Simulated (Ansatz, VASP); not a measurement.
**Two plane-wave programs on N**

Contents of POSCAR:

```
N
1.0
    5.6760297088      0.0000000000      0.0000000000
    0.0000000000      5.6760297088      0.0000000000
    0.0000000000      0.0000000000      5.6760297088
N
8
Direct
    0.0560735828      0.0560735828      0.0560735828
    0.4439264172      0.9439264172      0.5560735828
    0.5560735828      0.4439264172      0.9439264172
    0.9439264172      0.5560735828      0.4439264172
    0.9440318838      0.9440318838      0.9440318838
    0.5559681162      0.0559681162      0.4440318838
    0.4440318838      0.5559681162      0.0559681162
    0.0559681162      0.4440318838      0.5559681162
```

The input INCAR.step1:

```
SYSTEM = N
ALGO     = Normal         ! electronic algorithm
EDIFF    = 1E-4           ! SCF threshold, eV
ENCUT    = 600            ! plane-wave cutoff, eV
GGA      = PE             ! functional
ISMEAR   = 0              ! smearing method
LASPH    = .True.         ! aspherical terms in the spheres
LCHARG   = .False.        ! write CHGCAR
LREAL    = .False.        ! projectors in reciprocal space
LWAVE    = .True.         ! write WAVECAR
NELM     = 80             ! most SCF steps
PREC     = Accurate       ! precision mode
SIGMA    = 0.02           ! smearing width, eV
```

File INCAR.step2:

```
SYSTEM = N
ALGO     = Normal         ! electronic algorithm
EDIFF    = 1E-6           ! SCF threshold, eV
EDIFFG   = -0.02          ! ionic threshold
ENCUT    = 600            ! plane-wave cutoff, eV
IBRION   = 2              ! ionic algorithm
ISIF     = 3              ! what is computed and relaxed
ISMEAR   = 0              ! smearing method
ISTART   = 1            
LASPH    = .True.         ! aspherical terms in the spheres
LCHARG   = .False.        ! write CHGCAR
LMIXTAU  = .True.       
LREAL    = .False.        ! projectors in reciprocal space
LWAVE    = .False.        ! write WAVECAR
METAGGA  = R2SCAN         ! meta-GGA
NELM     = 80             ! most SCF steps
NSW      = 70             ! ionic steps
PREC     = Accurate       ! precision mode
SIGMA    = 0.02           ! smearing width, eV
```

KPOINTS

```
k-points
0
Gamma
  4 4 4
  0 0 0
```

Input for Ansatz:

```yaml
crystal:
  lattice:
    - [5.6760297088, 0.0, 0.0]
    - [0.0, 5.6760297088, 0.0]
    - [0.0, 0.0, 5.6760297088]
  atoms:
    - { symbol: "N", position: [0.0560735828, 0.0560735828, 0.0560735828] }
    - { symbol: "N", position: [0.4439264172, 0.9439264172, 0.5560735828] }
    - { symbol: "N", position: [0.5560735828, 0.4439264172, 0.9439264172] }
    - { symbol: "N", position: [0.9439264172, 0.5560735828, 0.4439264172] }
    - { symbol: "N", position: [0.9440318838, 0.9440318838, 0.9440318838] }
    - { symbol: "N", position: [0.5559681162, 0.0559681162, 0.4440318838] }
    - { symbol: "N", position: [0.4440318838, 0.5559681162, 0.0559681162] }
    - { symbol: "N", position: [0.0559681162, 0.4440318838, 0.5559681162] }
basis:
  ecutwfc: 500
kpoints:
  mp_grid: { grid: [4, 4, 4] }
hamiltonian:
  xc: r2scan
scf:
  occupations: { method: gaussian, width: 0.02 }
output:
  forces: true
  stress: true
  eigenvalues: true
relax:
  adjacent_minimum: "off"
  f_tol: 0.02
  max_steps: 50
  cell: { stress_tol: 0.03 }
```

Alike in both runs: task relaxation of cell and atoms; functional r2SCAN; k mesh 4 × 4 × 4; occupations gaussian, width 0.02 eV; no spin polarisation.

```csv
,VASP,Ansatz
version,VASP 6.6.1,Ansatz 0.2.0
potentials or method,"VASP PAW PBE potentials, release 64 (N), cutoff 600 eV","scalar-relativistic, plane waves, PAW"
valence electrons in the cell,40,40
```

|  | VASP | Ansatz | Ansatz less VASP |
| --- | --- | --- | --- |
| gap on the k mesh at the Fermi level, each at its own relaxed structure (eV) | 8.01 | 8.27 | +0.257 |
| relaxed volume (Å³/atom) | 22.88 | 23.95 | +1.071 |
| relaxed length of the cell vector where the two differ most in proportion (Å) | 5.678 | 5.765 | +0.0873 |

VASP's potentials were made for PBE, not for r2SCAN.

Noted on VASP's run: the standard files for N, O and F lose accuracy on very short bonds.
